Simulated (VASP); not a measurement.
TiB4, 5 atoms in the cell. It takes space group P6mm (No. 183, hexagonal). The conventional cell has a = 3.024 Å, b = 3.024 Å, c = 5.941 Å, α = 90.00°, β = 90.00°, γ = 120.00°. Within 2.5 Å of Ti (site symmetry 6mm) lie 12 B at 1.85 to 2.42 Å. B (site symmetry 3m) has 4 B at 1.75 to 2.29 Å within 2.3 Å. Within 2.3 Å of B (site symmetry 3m) lie 4 B at 1.75 to 2.29 Å and 3 Ti at 1.85 Å. 

```yaml
Program: VASP 6.6.1
Task: single point
Functional: PBE
Potentials_or_basis: VASP PAW PBE potentials, release 64 (Ti_sv, B)
Cutoff: 520 eV
k_mesh: 6 × 6 × 4
Occupations: gaussian, width 0.1 eV
Spin: no spin polarisation
Dipole_correction: no
Further_INCAR_settings: ALGO = Normal; EDIFF = 1e-06; NBANDS = 20
```

Potentials or basis: VASP PAW PBE potentials, release 64 (Ti_sv, B).

The run is started by

```sh
$ cat potpaw_PBE.64/Ti_sv/POTCAR potpaw_PBE.64/B/POTCAR > POTCAR
$ mpirun -np 1 vasp_std > vasp.out
```

Hardware: 1 thread of AMD EPYC 7R43 64-Core Processor (Zen 3), with other jobs on the host.

Problem. Estimate the wall time of this run.

Solution. Run time: 41 s on 1 thread of AMD EPYC 7R43 64-Core Processor (Zen 3) (shared host), peak memory 0.13 GiB. Counts: scf iterations 15, k points 21.
